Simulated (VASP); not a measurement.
# Cd3SeS2 (P6_3mc) in VASP: single point with PBE

Aim: the single point of Cd3SeS2 with PBE.

Everything below comes from runs of VASP 6.6.1. Logs are shortened: lines on timing, memory, paths and dates and some standing lists are left out, and cuts for length are marked.

## 1. The cell of the first run

The structure is hexagonal, space group P6_3mc (No. 186). The conventional cell has a = 4.290 Å, b = 4.290 Å, c = 20.697 Å, α = 90.00°, β = 90.00°, γ = 120.00°. Cd (site symmetry 3m) has 3 S at 2.60 Å and 1 Se at 2.68 Å within 3.4 Å. Within 3.4 Å of Cd (site symmetry 3m) lie 1 S at 2.56 Å and 3 Se at 2.66 Å. Cd (site symmetry 3m) has 4 S at 2.57 to 2.60 Å within 3.4 Å. Within 3.5 Å of Se (site symmetry 3m) lie 4 Cd at 2.66 to 2.68 Å. S (site symmetry 3m) has 4 Cd at 2.56 to 2.60 Å within 3.4 Å. S (site symmetry 3m) has 4 Cd at 2.57 to 2.60 Å within 3.4 Å.

## 2. Single point, PBE

File INCAR:

```
SYSTEM = Cd3SeS2
PREC = Accurate ; ENCUT = 520
EDIFF = 1E-6 ; ISMEAR = 0
SIGMA = 0.15 ; LREAL = .FALSE.
LASPH = .TRUE. ; NELM = 100
ALGO = Normal ; ISIF = 2
LWAVE = .FALSE. ; LCHARG = .FALSE.
GGA = PE ; NBANDS = 66
```

File KPOINTS:

```
regular mesh
0
G
  3 3 1
  0 0 0
```

File POSCAR:

```
Cd3SeS2
1.0
    4.2901216571      0.0000000000      0.0000000000
   -2.1450608285      3.7153543404      0.0000000000
    0.0000000000      0.0000000000     20.6966334938
Cd Se S
6 2 4
Direct
    0.6666666667      0.3333333333      0.4947817300
    0.6666666667      0.3333333333      0.1711034077
    0.3333333333      0.6666666667      0.3329402317
    0.3333333333      0.6666666667     -0.0052182700
    0.6666666667      0.3333333333      0.8329402317
    0.3333333333      0.6666666667      0.6711034077
    0.6666666667      0.3333333333      0.6244343287
    0.3333333333      0.6666666667      0.1244343287
    0.6666666667      0.3333333333      0.2948606750
    0.3333333333      0.6666666667      0.4568796269
    0.6666666667      0.3333333333      0.9568796269
    0.3333333333      0.6666666667      0.7948606750
```

Potentials or basis: VASP PAW PBE potentials, release 64 (Cd, Se, S).

Launch:

```
> cat potpaw_PBE.64/Cd/POTCAR potpaw_PBE.64/Se/POTCAR potpaw_PBE.64/S/POTCAR > POTCAR
> mpirun -np 1 vasp_std > vasp.out
```

OUTCAR:

```text
SYSTEM = Cd3SeS2
   PREC = Accurate
   ENCUT = 520
   EDIFF = 1E-6
   ISMEAR = 0
   LREAL = .FALSE.
   LASPH = .TRUE.
   NELM = 100
   ISIF = 2
   GGA = PE

 ion  position               nearest neighbor table
   1  0.667  0.333  0.495-  10 2.60  10 2.60  10 2.60   7 2.68
   2  0.667  0.333  0.171-   9 2.56   8 2.66   8 2.66   8 2.66
   3  0.333  0.667  0.333-  10 2.57   9 2.60   9 2.60   9 2.60
   4  0.333  0.667  0.995-  11 2.60  11 2.60  11 2.60   8 2.68
   5  0.667  0.333  0.833-  11 2.57  12 2.60  12 2.60  12 2.60
   6  0.333  0.667  0.671-  12 2.56   7 2.66   7 2.66   7 2.66
   7  0.667  0.333  0.624-   6 2.66   6 2.66   6 2.66   1 2.68
   8  0.333  0.667  0.124-   2 2.66   2 2.66   2 2.66   4 2.68
   9  0.667  0.333  0.295-   2 2.56   3 2.60   3 2.60   3 2.60
  10  0.333  0.667  0.457-   3 2.57   1 2.60   1 2.60   1 2.60
  11  0.667  0.333  0.957-   5 2.57   4 2.60   4 2.60   4 2.60
  12  0.333  0.667  0.795-   6 2.56   5 2.60   5 2.60   5 2.60

  LATTYP: Found a hexagonal cell.
 ALAT       =     4.2901216571
 C/A-ratio  =     4.8242532842

  Lattice vectors:

 A1 = (   4.2901216571,   0.0000000000,   0.0000000000)
 A2 = (  -2.1450608285,   3.7153543404,   0.0000000000)
 A3 = (   0.0000000000,   0.0000000000,  20.6966334938)

Analysis of symmetry for initial positions (statically):
=====================================================================
 Subroutine PRICEL returns:
 Original cell was already a primitive cell.

 Routine SETGRP: Setting up the symmetry group for a
 hexagonal supercell.

 Subroutine GETGRP returns: Found 12 space group operations
 (whereof  6 operations were pure point group operations)
 out of a pool of 24 trial point group operations.

The static configuration has the point symmetry C_3v.
 The point group associated with its full space group is C_6v.

Analysis of symmetry for dynamics (positions and initial velocities):
=====================================================================
 Subroutine PRICEL returns:
 Original cell was already a primitive cell.

 Routine SETGRP: Setting up the symmetry group for a
 hexagonal supercell.

 Subroutine GETGRP returns: Found 12 space group operations
 (whereof  6 operations were pure point group operations)
 out of a pool of 24 trial point group operations.

The dynamic configuration has the point symmetry C_3v.
 The point group associated with its full space group is C_6v.

 Subroutine INISYM returns: Found 12 space group operations
 (whereof  6 operations are pure point group operations),
 and found     1 'primitive' translations

[... 107 lines left out ...]
   ISMEAR =     0;   SIGMA  =   0.15  broadening in eV -4-tet -1-fermi 0-gaus
   EFERMI_NEDOS =   21; number of points for ismear=-14 and -15
   IALGO  =     38    algorithm
   IMIX   =      4    mixing-type and parameters
     AMIX     =   0.40;   BMIX     =  1.00
     AMIX_MAG =   1.60;   BMIX_MAG =  1.00
  volume/ion in A,a.u.               =      27.49       185.52
  Fermi-wavevector in a.u.,A,eV,Ry     =   1.128304  2.132186 17.321176  1.273071
  Thomas-Fermi vector in A             =   2.264994
   LORBIT       =      0    0 simple, 1 ext, 2 COOP (PROOUT), +10 PAW based schemes
   GGA     = PE    functional components
   LHFCALC =     F    Hartree Fock is set to
   AEXX    =    0.0000 exact exchange contribution
   IVDW    =     0    specifies the selected vdW correction
   LEPSILON=     F    determine dielectric tensor
   LRPA    =     F    only Hartree local field effects (RPA)
 non-spin polarized calculation
 Gauss-broadening in eV      SIGMA  =   0.15
  energy-cutoff  :      520.00
  volume of cell :      329.89
 maximum number of plane-waves:      8934
 NGX is ok and might be reduce to    32
   NGX = 15   NGY = 15   NGZ = 77

 number of electron     107.9999989 magnetization

 Free energy of the ion-electron system (eV)
  ---------------------------------------------------
  ext. energy  EPLUGINS =         0.00000000
  ---------------------------------------------------
  free energy    TOTEN  =       -35.02990800 eV

  energy without entropy =      -35.02979356  energy(sigma->0) =      -35.02985078

 E-fermi :   1.2593     XC(G=0):  -8.7613

 val. band max:        0.8940665692   @ k =   0.0000   0.0000   0.0000
 cond. band min:       1.5994022836   @ k =   0.0000   0.0000   0.0000
 fundamental gap:      0.7053357144
 Fermi energy:         1.2592661704

 k-point     1 :       0.0000    0.0000    0.0000
  band No.  band energies     occupation
      1     -11.3594      2.00000
      2     -11.2722      2.00000
      3     -11.2562      2.00000
      4     -11.0903      2.00000
      5     -11.0633      2.00000
      6     -10.9863      2.00000
[... 196 lines left out ...]
     65       6.7932      0.00000
     66       7.1882      0.00000

------------------------ aborting loop because EDIFF is reached ----------------------------------------

  FORCE on cell =-STRESS in cart. coord.  units (eV):
  Direction    XX          YY          ZZ          XY          YZ          ZX
  --------------------------------------------------------------------------------------
  -------------------------------------------------------------------------------------
  Total        0.2780181      0.2780181      0.3673422      0.0000000      0.0000000      0.0000000
  in kB        1.3502499      1.3502499      1.7840700      0.0000000      0.0000000      0.0000000
  external PRESSURE =       1.4948566 kB  Pullay stress =       0.0000000 kB

 VOLUME and BASIS-vectors are now :
 -----------------------------------------------------------------------------
  energy-cutoff  :      520.00
  volume of cell :      329.89
      direct lattice vectors                 reciprocal lattice vectors
     4.290121657  0.000000000  0.000000000     0.233093623  0.134576666  0.000000000
    -2.145060829  3.715354340  0.000000000     0.000000000  0.269153332  0.000000000
     0.000000000  0.000000000 20.696633494     0.000000000  0.000000000  0.048317037

 POSITION                                       TOTAL-FORCE (eV/Angst)
 -----------------------------------------------------------------------------------
      2.14506      1.23845     10.24032        -0.000000      0.000000      0.023270
      2.14506      1.23845      3.54126        -0.000000      0.000000     -0.003195
     -0.00000      2.47690      6.89074         0.000000     -0.000000     -0.012144
     -0.00000      2.47690     20.58863         0.000000     -0.000000      0.023270
      2.14506      1.23845     17.23906        -0.000000      0.000000     -0.012144
     -0.00000      2.47690     13.88958         0.000000      0.000000     -0.003195
      2.14506      1.23845     12.92369        -0.000000     -0.000000     -0.030452
     -0.00000      2.47690      2.57537        -0.000000      0.000000     -0.030452
      2.14506      1.23845      6.10262        -0.000000      0.000000      0.012457
     -0.00000      2.47690      9.45587        -0.000000      0.000000      0.010064
      2.14506      1.23845     19.80419         0.000000     -0.000000      0.010064
     -0.00000      2.47690     16.45094         0.000000     -0.000000      0.012457
 -----------------------------------------------------------------------------------
    total drift:                               -0.000000      0.000000      0.001415

  FREE ENERGIE OF THE ION-ELECTRON SYSTEM (eV)
  ---------------------------------------------------
  free  energy   TOTEN  =       -35.0299080016 eV

  energy  without entropy=      -35.0297935580  energy(sigma->0) =      -35.02985078
```

stdout:

```text
POSCAR found type information on POSCAR CdSeS
 POSCAR found :  3 types and      12 ions
 scaLAPACK will be used
 LDA part: xc-table for (Slater+PW92), standard interpolation
 POSCAR, INCAR and KPOINTS ok, starting setup
 FFT: planning ... GRIDC
 FFT: planning ... GRID_SOFT
 FFT: planning ... GRID
 WAVECAR not read
 entering main loop
```

Run time: 83 s. Hardware: 1 thread of Intel Xeon Platinum 8259CL at 2.50GHz (Skylake/Cascade Lake), shared host; peak memory 0.42 GiB.

Results:

| Property | Result |
| --- | --- |
| Free energy | -35.0299 eV |
| Pressure | 0.1 GPa |
| Largest force | 0.030 eV/Å |
| Band gap on the k mesh | 0.71 eV, direct |

Forces on the atoms (eV/Å):
```
Cd   0.000  0.000  0.023
Cd   0.000  0.000 -0.003
Cd   0.000  0.000 -0.012
Cd   0.000  0.000  0.023
Cd   0.000  0.000 -0.012
Cd   0.000  0.000 -0.003
Se   0.000  0.000 -0.030
Se   0.000  0.000 -0.030
S    0.000  0.000  0.012
S    0.000  0.000  0.010
S    0.000  0.000  0.010
S    0.000  0.000  0.012
```

Levels at points of the mesh, in eV from the valence-band top:
```
           k point  band 50  band 51  band 52  band 53  band 54  band 55  band 56  band 57  band 58  band 59
(0.00, 0.00, 0.00)    -0.20    -0.05    -0.05     0.00     0.00     0.71     1.92     1.97     2.26     2.36
```

Caveat: the k points lie up to 0.56 Å⁻¹ apart. PBE gaps usually lie below the measured ones, often by a third to a half.
